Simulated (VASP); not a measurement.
# Ta (C2/m) in VASP: further runs

The runs below take Ta through single point, with PBEsol.

Everything below comes from runs of VASP 6.6.1. Logs are shortened: lines on timing, memory, paths and dates and some standing lists are left out, and cuts for length are marked.

## 1. The cell of the first run

Symmetry: C2/m, No. 12, monoclinic system. The conventional cell has a = 4.016 Å, b = 4.016 Å, c = 3.041 Å, α = 90.00°, β = 131.05°, γ = 90.00°. Ta (site symmetry 2/m) has 12 Ta at 2.84 to 3.06 Å within 3.7 Å.

## 2. Single point, PBEsol

Contents of INCAR:

```
SYSTEM = Ta
  PREC = Accurate
  ENCUT = 500
  EDIFF = 1E-6
  ISMEAR = 0
  SIGMA = 0.1
  LREAL = .False.
  LASPH = .True.
  NELM = 120
  ALGO = Normal
  ISIF = 2
  LWAVE = .False.
  LCHARG = .True.
  GGA = PS
  LELF = .True.
  LVHAR = .True.
  NBANDS = 12
  GGA_COMPAT = .False.
```

Contents of KPOINTS:

```
regular mesh
0
Gamma
  12 12 16
  0 0 0
```

Contents of POSCAR:

```
Ta
1.0
    2.8394229387     -0.0000040661     -0.0048052562
   -0.0000040661      2.8394229387     -0.0048052562
    1.4160065501      1.4160065501      2.2887605517
Ta
1
Direct
    0.0000000000      0.0000000000      0.0000000000
```

Potentials or basis: VASP PAW PBE potentials, release 64 (Ta_pv).

Launch:

```console
> cat potpaw_PBE.64/Ta_pv/POTCAR > POTCAR
> mpirun -np 1 vasp_std > vasp.out
```

OUTCAR:

```text
SYSTEM = Ta
   PREC = Accurate
   ENCUT = 500
   EDIFF = 1E-6
   ISMEAR = 0
   LREAL = .False.
   LASPH = .True.
   NELM = 120
   ISIF = 2
   GGA = PS

 ion  position               nearest neighbor table
   1  0.000  0.000  0.000-

  LATTYP: Found a base centered monoclinic cell.
 ALAT       =     4.0155561794
 B/A-ratio  =     1.0000000000
 C/A-ratio  =     0.7573413697
 COS(beta)  =    -0.6566773376

  Lattice vectors:

 A1 = (  -2.8394229387,   0.0000040661,   0.0048052562)
 A2 = (   0.0000040661,  -2.8394229387,   0.0048052562)
 A3 = (   1.4160065501,   1.4160065501,   2.2887605517)

Analysis of symmetry for initial positions (statically):
=====================================================================
 Subroutine PRICEL returns:
 Original cell was already a primitive cell.

 Routine SETGRP: Setting up the symmetry group for a
 base centered monoclinic supercell.

 Subroutine GETGRP returns: Found  4 space group operations
 (whereof  4 operations were pure point group operations)
 out of a pool of  4 trial point group operations.

The static configuration has the point symmetry C_2h.

Analysis of symmetry for dynamics (positions and initial velocities):
=====================================================================
 Subroutine PRICEL returns:
 Original cell was already a primitive cell.

 Routine SETGRP: Setting up the symmetry group for a
 base centered monoclinic supercell.

 Subroutine GETGRP returns: Found  4 space group operations
 (whereof  4 operations were pure point group operations)
 out of a pool of  4 trial point group operations.

The dynamic configuration has the point symmetry C_2h.

 Subroutine INISYM returns: Found  4 space group operations
 (whereof  4 operations are pure point group operations),
 and found     1 'primitive' translations

----------------------------------------------------------------------------------------

                                     Primitive cell

  volume of cell :      18.4914

  direct lattice vectors                    reciprocal lattice vectors
     2.839422939 -0.000004066 -0.004805256     0.351816265 -0.000367467 -0.217433755
    -0.000004066  2.839422939 -0.004805256    -0.000367467  0.351816265 -0.217433755
     1.416006550  1.416006550  2.288760552     0.000737867  0.000737867  0.436004697

  length of vectors
     2.839427005  2.839427005  3.041146817     0.413584643  0.413584643  0.436005945

  position of ions in fractional coordinates (direct lattice)
     0.000000000  0.000000000  0.000000000

  ion indices of the primitive-cell ions
   primitive index   ion index
                 1           1

[... 81 lines left out ...]
   PSTRESS=    0.0 pullay stress
   NELECT =      11.0000    total number of electrons
   NUPDOWN=      -1.0000    fix difference up-down
   EMIN   =  10.00;   EMAX   =-10.00  energy-range for DOS
   EFERMI =   0.00;   METHOD = LEGACY
   ISMEAR =     0;   SIGMA  =   0.10  broadening in eV -4-tet -1-fermi 0-gaus
   EFERMI_NEDOS =   21; number of points for ismear=-14 and -15
   IALGO  =     38    algorithm
   IMIX   =      4    mixing-type and parameters
     AMIX     =   0.40;   BMIX     =  1.00
     AMIX_MAG =   1.60;   BMIX_MAG =  1.00
  volume/ion in A,a.u.               =      18.49       124.79
  Fermi-wavevector in a.u.,A,eV,Ry     =   1.376838  2.601846 25.792317  1.895682
  Thomas-Fermi vector in A             =   2.502046
   LORBIT       =      0    0 simple, 1 ext, 2 COOP (PROOUT), +10 PAW based schemes
   GGA     = PS    functional components
   LHFCALC =     F    Hartree Fock is set to
   AEXX    =    0.0000 exact exchange contribution
   IVDW    =     0    specifies the selected vdW correction
   LEPSILON=     F    determine dielectric tensor
   LRPA    =     F    only Hartree local field effects (RPA)
 non-spin polarized calculation
 Gauss-broadening in eV      SIGMA  =   0.10
  energy-cutoff  :      500.00
  volume of cell :       18.49
 maximum number of plane-waves:       485
 NGX is ok and might be reduce to    24
   NGX = 11   NGY = 11   NGZ = 11

 number of electron      11.0000001 magnetization

 Free energy of the ion-electron system (eV)
  ---------------------------------------------------
  ext. energy  EPLUGINS =         0.00000000
  ---------------------------------------------------
  free energy    TOTEN  =       -12.34980519 eV

  energy without entropy =      -12.34418945  energy(sigma->0) =      -12.34699732

 E-fermi :   5.3944     XC(G=0): -12.5906

 val. band max:        5.3921793483   @ k =  -0.3333   0.2500   0.3750
 cond. band min:       5.3962016201   @ k =  -0.2500  -0.3333   0.3125
 fundamental gap:      0.0040222718
 Fermi energy:         5.3943782835

 k-point     1 :       0.0000    0.0000    0.0000
  band No.  band energies     occupation
      1     -28.0745      2.00000
      2     -27.9821      2.00000
      3     -27.9819      2.00000
      4      -2.7116      2.00000
      5       4.8242      2.00000
      6       6.6543      0.00000
      7       6.6574      0.00000
      8       7.4707      0.00000
      9      10.2115      0.00000
     10      18.2951      0.00000
     11      19.6764      0.00000
     12      20.6032      0.00000
[... 331 lines left out ...]
 k-point    24 :      -0.4167    0.1667    0.0000
  band No.  band energies     occupation
      1     -28.9472      2.00000
      2     -28.2779      2.00000
      3     -28.2187      2.00000
      4       1.4367      2.00000
      5       4.0598      2.00000
      6       5.4715      0.27540
      7       6.6742      0.00000
      8      10.4514      0.00000
      9      11.2426      0.00000
     10      17.3984      0.00000
     11      19.6865      0.00000
     12      20.4104      0.00000

 [... further k-points ...]

------------------------ aborting loop because EDIFF is reached ----------------------------------------

  FORCE on cell =-STRESS in cart. coord.  units (eV):
  Direction    XX          YY          ZZ          XY          YZ          ZX
  --------------------------------------------------------------------------------------
  -------------------------------------------------------------------------------------
  Total       -0.8362598     -0.8362598      0.0078596     -0.0035948      0.0012137      0.0012137
  in kB      -72.4574120    -72.4574120      0.6809919     -0.3114693      0.1051646      0.1051628
  external PRESSURE =     -48.0779440 kB  Pullay stress =       0.0000000 kB

 VOLUME and BASIS-vectors are now :
 -----------------------------------------------------------------------------
  energy-cutoff  :      500.00
  volume of cell :       18.49
      direct lattice vectors                 reciprocal lattice vectors
     2.839422939 -0.000004066 -0.004805256     0.351816265 -0.000367467 -0.217433755
    -0.000004066  2.839422939 -0.004805256    -0.000367467  0.351816265 -0.217433755
     1.416006550  1.416006550  2.288760552     0.000737867  0.000737867  0.436004697

 POSITION                                       TOTAL-FORCE (eV/Angst)
 -----------------------------------------------------------------------------------
      0.00000      0.00000      0.00000         0.000000      0.000000      0.000000
 -----------------------------------------------------------------------------------
    total drift:                               -0.000000     -0.000000     -0.000000

  FREE ENERGIE OF THE ION-ELECTRON SYSTEM (eV)
  ---------------------------------------------------
  free  energy   TOTEN  =       -12.3498051900 eV

  energy  without entropy=      -12.3441894506  energy(sigma->0) =      -12.34699732
```

OSZICAR:

```text
N       E                     dE             d eps       ncg     rms          rms(c)
DAV:   1     0.590045824664E+02    0.59005E+02   -0.59530E+03 15212   0.846E+02
DAV:   2    -0.118802836852E+02   -0.70885E+02   -0.69149E+02 16888   0.239E+02
DAV:   3    -0.128743080091E+02   -0.99402E+00   -0.98584E+00 18264   0.269E+01
DAV:   4    -0.128770587533E+02   -0.27507E-02   -0.27503E-02 16800   0.156E+00
DAV:   5    -0.128770678660E+02   -0.91127E-05   -0.91122E-05 18452   0.859E-02    0.131E+01
DAV:   6    -0.124727909565E+02    0.40428E+00   -0.33098E-01 18504   0.597E+00    0.630E+00
DAV:   7    -0.123519049594E+02    0.12089E+00   -0.32668E-01 18032   0.522E+00    0.356E-01
DAV:   8    -0.123499481211E+02    0.19568E-02   -0.76869E-03 16564   0.822E-01    0.213E-01
DAV:   9    -0.123498066083E+02    0.14151E-03   -0.34124E-04 17768   0.183E-01    0.308E-02
DAV:  10    -0.123498052178E+02    0.13904E-05   -0.64121E-06 16992   0.242E-02    0.281E-03
DAV:  11    -0.123498051900E+02    0.27871E-07   -0.93716E-08  9724   0.293E-03
   1 F= -.12349805E+02 E0= -.12346997E+02  d E =-.561574E-02
```

Wall time 4.5 min (1 thread of AMD EPYC 7R13, shared host); peak memory 0.22 GiB.

What came out:

```
Free energy            : -12.3498 eV
Pressure               : -4.8 GPa
Band gap on the k mesh : zero (an odd number of electrons rules out a gap without spin polarisation)
```

Levels at points of the mesh, in eV from the Fermi level:
```tsv
k point	band 3	band 4	band 5	band 6	band 7	band 8
(0.00, 0.00, 0.00)	-33.38	-8.11	-0.57	1.26	1.26	2.08
(0.50, 0.00, 0.00)	-33.42	-4.58	-0.54	0.87	1.25	5.52
(0.50, 0.50, 0.00)	-33.74	-4.34	-3.29	3.94	5.46	5.50
(0.00, 0.00, 0.50)	-33.62	-4.55	-3.15	1.59	6.23	6.57
(0.50, 0.00, 0.50)	-33.42	-4.57	-0.58	0.92	1.25	5.55
(0.50, 0.50, 0.50)	-33.74	-4.34	-3.29	3.94	5.43	5.53
```

Caveat: the cell stands under tension; the PAW data sets were made with another functional, which shifts forces and pressure a little; spin-orbit coupling is left out, which moves the levels of the heavy elements.

## 3. Single point, PBEsol

Contents of INCAR:

```
SYSTEM = Ta
PREC = Accurate ; ENCUT = 500
EDIFF = 1E-6 ; ISMEAR = 0
SIGMA = 0.1 ; LREAL = .FALSE.
LASPH = .TRUE. ; NELM = 120
ALGO = Normal ; ISIF = 2
LWAVE = .FALSE. ; LCHARG = .FALSE.
GGA = PS ; ISYM = 0
NBANDS = 12 ; GGA_COMPAT = .FALSE.
```

Contents of KPOINTS:

```
Automatic mesh
0
G
  12 12 16
  0 0 0
```

POSCAR is that of step 2.

Potentials or basis: VASP PAW PBE potentials, release 64 (Ta_pv).

Launch:

```console
> cat potpaw_PBE.64/Ta_pv/POTCAR > POTCAR
> mpirun -np 1 vasp_std > vasp.out
```

Wall time 6.4 min (1 thread of AMD EPYC 7R13, shared host); peak memory 0.31 GiB.

The run converged. Its results:

```yaml
Free_energy: -12.3498 eV
Pressure: -4.8 GPa
Band_gap_on_the_k_mesh: zero (an odd number of electrons rules out a gap without spin polarisation)
```

Stress tensor (GPa, compression positive):
```
-7.25 -0.03  0.01
-0.03 -7.25  0.01
 0.01  0.01  0.07
```

Levels at points of the mesh, in eV from the Fermi level:
```
           k point  band 2  band 3  band 4  band 5  band 6  band 7  band 8  band 9  band 10  band 11
(0.00, 0.00, 0.00)  -33.38  -33.38   -8.11   -0.57    1.26    1.26    2.08    4.82    12.90    14.28
(0.50, 0.00, 0.00)  -33.66  -33.42   -4.58   -0.54    0.87    1.25    5.52    6.27    10.55    11.99
(0.00, 0.50, 0.00)  -33.66  -33.42   -4.58   -0.54    0.87    1.25    5.52    6.27    10.55    11.99
(0.50, 0.50, 0.00)  -34.04  -33.74   -4.34   -3.29    3.94    5.46    5.50    7.77     9.95    11.66
(0.00, 0.00, 0.50)  -33.62  -33.62   -4.55   -3.15    1.59    6.23    6.57    6.57    10.78    12.66
(0.50, 0.00, 0.50)  -33.67  -33.42   -4.57   -0.58    0.92    1.25    5.55    6.30    10.58    11.95
(0.00, 0.50, 0.50)  -33.67  -33.42   -4.57   -0.58    0.92    1.25    5.55    6.30    10.58    11.95
(0.50, 0.50, 0.50)  -34.04  -33.74   -4.34   -3.29    3.94    5.43    5.53    7.77     9.95    11.65
```

Caveat: the cell stands under tension; the PAW data sets were made with another functional, which shifts forces and pressure a little; spin-orbit coupling is left out, which moves the levels of the heavy elements.
